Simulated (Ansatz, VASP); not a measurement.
# Two plane-wave programs on Si2W

```
Si W
1.0
     4.54286    0.00000    0.00000
    -2.27143    3.93423    0.00000
     0.00000    0.00000    6.85790
Si W
6 3
Direct
  0.84886 0.69771 0.50000
  0.15114 0.84886 0.83333
  0.69771 0.84886 0.16667
  0.15114 0.30229 0.50000
  0.84886 0.15114 0.83333
  0.30229 0.15114 0.16667
  0.00000 0.50000 0.16667
  0.50000 0.50000 0.83333
  0.50000 0.00000 0.50000
```

Alike in both runs: task single point; functional PBE; k mesh 9 × 9 × 6; occupations gaussian, width 0.03 eV; no spin polarisation.

```csv
,VASP,Ansatz
version,VASP 6.6.1,Ansatz 0.2.0
potentials or method,"VASP PAW PBE potentials, release 64 (Si, W_sv), cutoff 520 eV","scalar-relativistic, plane waves, PAW"
valence electrons in the cell,66,66
```

```tsv
	VASP	Ansatz	Ansatz less VASP
gap on the k mesh at the Fermi level (eV)	none	none	-
pressure (GPa)	1.7	1.7	0.00
traceless stress, the component that is largest in VASP (GPa)	-9.63	-9.62	+0.013
rms of the force components (eV/Å)	0.994	0.997	+0.0037
```

Atom by atom the forces differ by 0.004 eV/Å (rms over components). A gap of «none» marks a metal or a gap that the smearing closes.

Neither program's run includes spin-orbit coupling.
